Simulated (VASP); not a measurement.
# Zr12H (a cell with a defect) in VASP: a series of runs, part 2 of 2

VASP 6.6.1. The steps go on from the part before.

## Step 5: Single point, PBE

Input file INCAR:

```
SYSTEM = Zr12H
ALGO = Normal
EDIFF = 1E-7
ENCUT = 520
GGA = PE
ISIF = 2
ISMEAR = 0
LASPH = .TRUE.
LCHARG = .TRUE.
LELF = .TRUE.
LREAL = .FALSE.
LVHAR = .TRUE.
LWAVE = .FALSE.
NBANDS = 84
NELM = 60
PREC = Accurate
SIGMA = 0.05
```

Input file KPOINTS:

```
k-points
0
G
  3 2 3
  0 0 0
```

Input file POSCAR:

```
Zr12H
1.0
    6.4600000000      0.0000000000      0.0000000000
   -4.8450000000      8.3917860000      0.0000000000
    0.0000000000      0.0000000000      5.1453900000
Zr H
12 1
Direct
    0.0044889310      0.0038391112      0.0027039738
    0.1722341124      0.2254857309      0.4805052678
   -0.0017559109      0.3315760197     -0.0108944123
    0.1628104348      0.5523402289      0.5041318540
   -0.0009593931      0.6662304067      0.0034510504
    0.1657582853      0.8903185806      0.4987713273
    0.4967397920      0.0036204450      0.0099782524
    0.6668150227      0.2219634771      0.4914638152
    0.5029274602      0.3348591110     -0.0151294654
    0.6686591103      0.5546633339      0.5043578815
    0.4946925309      0.6601704333      0.0187911898
    0.6650103132      0.8885871256      0.4966284383
    0.6624787943      0.8867320973      0.8863773203
```

Potentials or basis: VASP PAW PBE potentials, release 64 (Zr_sv, H).

Started as:

```
cat potpaw_PBE.64/Zr_sv/POTCAR potpaw_PBE.64/H/POTCAR > POTCAR
mpirun -np 1 vasp_std > vasp.out
```

OUTCAR:

```text
SYSTEM = Zr12H
   EDIFF = 1E-7
   ENCUT = 520
   GGA = PE
   ISIF = 2
   ISMEAR = 0
   LASPH = .TRUE.
   LREAL = .FALSE.
   NELM = 60
   PREC = Accurate

 ion  position               nearest neighbor table
   1  0.004  0.004  0.003-  13 2.01   2 3.08   6 3.16  12 3.17   7 3.18   6 3.19   3 3.20   9 3.22
                            12 3.22   5 3.25   2 3.27   7 3.28  11 3.31
   2  0.172  0.225  0.481-   1 3.08   3 3.14   9 3.15   9 3.19   4 3.20  10 3.20   8 3.21   3 3.21
                             6 3.23   8 3.25   1 3.27  12 3.27
   3  0.998  0.332  0.989-   4 3.11   2 3.14   8 3.16   8 3.18   1 3.20  11 3.20   7 3.21   2 3.21
                             9 3.22   4 3.23   5 3.24   9 3.24
   4  0.163  0.552  0.504-   3 3.11  11 3.11   5 3.18   5 3.18   2 3.20   8 3.20  10 3.20   3 3.23
                            11 3.23  12 3.25  10 3.26   6 3.27
   5  0.999  0.666  0.003-  10 3.16   6 3.17  10 3.17   4 3.18   4 3.18   6 3.21   9 3.21  11 3.23
                            11 3.23   3 3.24   7 3.24   1 3.25
   6  0.166  0.890  0.499-   7 3.12   1 3.16   5 3.17   1 3.19   5 3.21   7 3.22   8 3.23  12 3.23
                             2 3.23  10 3.23  12 3.23   4 3.27
   7  0.497  0.004  0.010-  13 2.01   8 3.08   6 3.12  12 3.15   1 3.18   9 3.19   3 3.21   6 3.22
                             8 3.24   5 3.24  12 3.26   1 3.28  11 3.32
   8  0.667  0.222  0.491-   7 3.08   9 3.15   3 3.16   3 3.18   4 3.20   9 3.20   2 3.21  10 3.22
                            12 3.22   6 3.23   7 3.24   2 3.25
   9  0.503  0.335  0.985-  10 3.08   8 3.15   2 3.15  11 3.18   2 3.19   7 3.19   8 3.20   5 3.21
                             1 3.22   3 3.22   3 3.24  10 3.25
  10  0.669  0.555  0.504-   9 3.08  11 3.11   5 3.16   5 3.17   2 3.20   4 3.20   8 3.22   6 3.23
                            11 3.23   9 3.25  12 3.25   4 3.26
  11  0.495  0.660  0.019-  13 2.02   4 3.11  10 3.11  12 3.12   9 3.18   3 3.20   5 3.23   5 3.23
                             4 3.23  10 3.23  12 3.30   1 3.31   7 3.32
  12  0.665  0.889  0.497-  13 2.01  11 3.12   7 3.15   1 3.17   1 3.22   8 3.22   6 3.23   6 3.23
                            10 3.25   4 3.25   7 3.26   2 3.27  11 3.30
  13  0.662  0.887  0.886-   1 2.01  12 2.01   7 2.01  11 2.02

  LATTYP: Found a simple monoclinic cell.
 ALAT       =     6.4600000000
 B/A-ratio  =     0.7965000000
 C/A-ratio  =     1.3228756308
 COS(beta)  =    -0.1889822400

  Lattice vectors:

 A1 = (   6.4600000000,   0.0000000000,   0.0000000000)
 A2 = (   0.0000000000,   0.0000000000,   5.1453900000)
 A3 = (  -1.6150000000,  -8.3917860000,   0.0000000000)

Analysis of symmetry for initial positions (statically):
=====================================================================
 Subroutine PRICEL returns:
 Original cell was already a primitive cell.

 Routine SETGRP: Setting up the symmetry group for a
 simple monoclinic supercell.

 Subroutine GETGRP returns: Found  1 space group operations
 (whereof  1 operations were pure point group operations)
 out of a pool of  4 trial point group operations.

The static configuration has the point symmetry C_1 .

Analysis of symmetry for dynamics (positions and initial velocities):
=====================================================================
 Subroutine PRICEL returns:
 Original cell was already a primitive cell.

 Routine SETGRP: Setting up the symmetry group for a
 simple monoclinic supercell.

 Subroutine GETGRP returns: Found  1 space group operations
[... 117 lines left out ...]
   NGX,Y,Z   is equivalent  to a cutoff of  12.35, 12.35, 12.92 a.u.
   NGXF,Y,Z  is equivalent  to a cutoff of  24.71, 24.71, 25.85 a.u.
 SYSTEM =  Zr12H
   PREC   = accura    normal or accurate (medium, high low for compatibility)
   ISTART =      0    job   : 0-new  1-cont  2-samecut
   ICHARG =      2    charge: 1-file 2-atom 10-const
   ISPIN  =      1    spin polarized calculation?
   LNONCOLLINEAR =      F non collinear calculations
   LSORBIT =      F    spin-orbit coupling
   LASPH  =      T    aspherical Exc in radial PAW
   ENCUT  =  520.0 eV  38.22 Ry    6.18 a.u.  12.01 18.02  9.57*2*pi/ulx,y,z
   NELM   =     60;   NELMIN=  2; NELMDL= -5     # of ELM steps
   EDIFF  = 0.1E-06   stopping-criterion for ELM
   LREAL  =      F    real-space projection
   EDIFFG = 0.1E-05   stopping-criterion for IOM
   NSW    =      0    number of steps for IOM
   IBRION =     -1    ionic relax: 0-MD 1-quasi-New 2-CG
   NFREE  =      0    steps in history (QN), initial steepest desc. (CG)
   ISIF   =      2    stress and relaxation
   ISYM   =      2    0-nonsym 1-usesym 2-fastsym
   POTIM  = 0.5000    time-step for ionic-motion
   TEBEG  =    0.0;   TEEND  =   0.0 temperature during run
   PSTRESS=    0.0 pullay stress
   NELECT =     145.0000    total number of electrons
   NUPDOWN=      -1.0000    fix difference up-down
   EMIN   =  10.00;   EMAX   =-10.00  energy-range for DOS
   EFERMI =   0.00;   METHOD = LEGACY
   ISMEAR =     0;   SIGMA  =   0.05  broadening in eV -4-tet -1-fermi 0-gaus
   EFERMI_NEDOS =   21; number of points for ismear=-14 and -15
   IALGO  =     38    algorithm
   IMIX   =      4    mixing-type and parameters
     AMIX     =   0.40;   BMIX     =  1.00
     AMIX_MAG =   1.60;   BMIX_MAG =  1.00
  volume/ion in A,a.u.               =      21.46       144.80
  Fermi-wavevector in a.u.,A,eV,Ry     =   1.316323  2.487490 23.574895  1.732706
  Thomas-Fermi vector in A             =   2.446443
   LORBIT       =      0    0 simple, 1 ext, 2 COOP (PROOUT), +10 PAW based schemes
   GGA     = PE    functional components
   LHFCALC =     F    Hartree Fock is set to
   AEXX    =    0.0000 exact exchange contribution
   IVDW    =     0    specifies the selected vdW correction
   LEPSILON=     F    determine dielectric tensor
   LRPA    =     F    only Hartree local field effects (RPA)
 non-spin polarized calculation
 Gauss-broadening in eV      SIGMA  =   0.05
  energy-cutoff  :      520.00
  volume of cell :      278.94
 maximum number of plane-waves:      7545
   NGX = 25   NGY = 37   NGZ = 19

 number of electron     145.0000001 magnetization

 Free energy of the ion-electron system (eV)
  ---------------------------------------------------
  ext. energy  EPLUGINS =         0.00000000
  ---------------------------------------------------
  free energy    TOTEN  =      -105.75024866 eV

  energy without entropy =     -105.71386864  energy(sigma->0) =     -105.73205865

 E-fermi :   9.0287     XC(G=0): -11.1274

 val. band max:        9.0235817355   @ k =   0.3333   0.5000   0.3333
 cond. band min:       9.0332221085   @ k =   0.3333   0.0000   0.3333
 fundamental gap:      0.0096403730
 Fermi energy:         9.0286542683

 k-point     1 :       0.0000    0.0000    0.0000
  band No.  band energies     occupation
      1     -39.7742      2.00000
      2     -39.6863      2.00000
      3     -39.6692      2.00000
      4     -39.6557      2.00000
      5     -39.6311      2.00000
      6     -39.6229      2.00000
[... 859 lines left out ...]
     83       9.7441      0.00000
     84      10.0505      0.00000

------------------------ aborting loop because EDIFF is reached ----------------------------------------

  FORCE on cell =-STRESS in cart. coord.  units (eV):
  Direction    XX          YY          ZZ          XY          YZ          ZX
  --------------------------------------------------------------------------------------
  -------------------------------------------------------------------------------------
  Total        3.5871065      3.4876686      4.1729900      0.1539249     -0.1120088      0.1105203
  in kB       20.6039097     20.0327503     23.9691542      0.8841259     -0.6433649      0.6348156
  external PRESSURE =      21.5352714 kB  Pullay stress =       0.0000000 kB

 VOLUME and BASIS-vectors are now :
 -----------------------------------------------------------------------------
  energy-cutoff  :      520.00
  volume of cell :      278.94
      direct lattice vectors                 reciprocal lattice vectors
     6.460000000  0.000000000  0.000000000     0.154798762  0.089373108  0.000000000
    -4.845000000  8.391786000  0.000000000     0.000000000  0.119164145  0.000000000
     0.000000000  0.000000000  5.145390000     0.000000000  0.000000000  0.194348728

 POSITION                                       TOTAL-FORCE (eV/Angst)
 -----------------------------------------------------------------------------------
      0.01040      0.03222      0.01391        -0.000581      0.010396     -0.006059
      0.02015      1.89223      2.47239         0.006071      0.006488     -0.002959
      4.84217      2.78252      5.08933         0.018464      0.007308     -0.017564
     -1.62433      4.63512      2.59396        -0.012112      0.015842      0.014829
      3.22592      5.59086      0.01776         0.019387      0.004363     -0.014918
     -3.24279      7.47136      2.56637         0.013775     -0.027387     -0.007969
      3.19140      0.03038      0.05134        -0.020635     -0.009999      0.022860
      3.23221      1.86267      2.52877        -0.003854     -0.000598     -0.006429
      1.62652      2.81007      5.06754        -0.007722     -0.000159     -0.011957
      1.63219      4.65462      2.59512         0.000008     -0.010311      0.002467
     -0.00281      5.54001      0.09669        -0.004997     -0.011425      0.019394
     -0.00924      7.45683      2.55535        -0.007534      0.011065      0.010387
     -0.01660      7.44127      4.56076        -0.000269      0.004418     -0.002083
 -----------------------------------------------------------------------------------
    total drift:                               -0.000006      0.000033      0.000010

  FREE ENERGIE OF THE ION-ELECTRON SYSTEM (eV)
  ---------------------------------------------------
  free  energy   TOTEN  =      -105.7502486571 eV

  energy  without entropy=     -105.7138686420  energy(sigma->0) =     -105.73205865
```

Run time: 10 min. Hardware: 1 thread of Intel Xeon 8259CL, shared host; peak memory 0.43 GiB.

What came out:

```yaml
Free_energy: -105.7502 eV
Pressure: 2.2 GPa
Largest_force: 0.032 eV/Å
Band_gap_on_the_k_mesh: zero (an odd number of electrons rules out a gap without spin polarisation)
```

Forces on the atoms (eV/Å):
```
Zr  -0.001  0.010 -0.006
Zr   0.006  0.006 -0.003
Zr   0.018  0.007 -0.018
Zr  -0.012  0.016  0.015
Zr   0.019  0.004 -0.015
Zr   0.014 -0.027 -0.008
Zr  -0.021 -0.010  0.023
Zr  -0.004 -0.001 -0.006
Zr  -0.008  0.000 -0.012
Zr   0.000 -0.010  0.002
Zr  -0.005 -0.011  0.019
Zr  -0.008  0.011  0.010
H    0.000  0.004 -0.002
```

Levels at points of the mesh, in eV from the Fermi level:
```
           k point  band 70  band 71  band 72  band 73  band 74  band 75
(0.00, 0.00, 0.00)    -0.25     0.12     0.23     0.49     0.56     0.74
(0.00, 0.50, 0.00)    -0.15    -0.05     0.06     0.17     0.24     0.51
```

Caveat: the k points lie up to 0.41 Å⁻¹ apart, too coarse for converged energies and pressures of a metal.

## Step 6: Overview

| cell | gap on the mesh (eV) | pressure (GPa) | largest force (eV/Å) |
| --- | --- | --- | --- |
| as given, atomic positions A | none | 2.2 | 0.43 |
| as given, atomic positions B | none | 2.2 | 0.02 |
| as given, atomic positions C | none | 2.2 | 0.03 |

Alike in all rows: task single point; level PBE; potentials or basis VASP PAW PBE potentials, release 64 (Zr_sv, H); no spin polarisation; k mesh 3 × 2 × 3; cutoff (eV) 520; smearing gaussian 0.05 eV.

Caveats: all runs use coarse meshes.

Absolute energies hang on the potentials; compare differences alone.
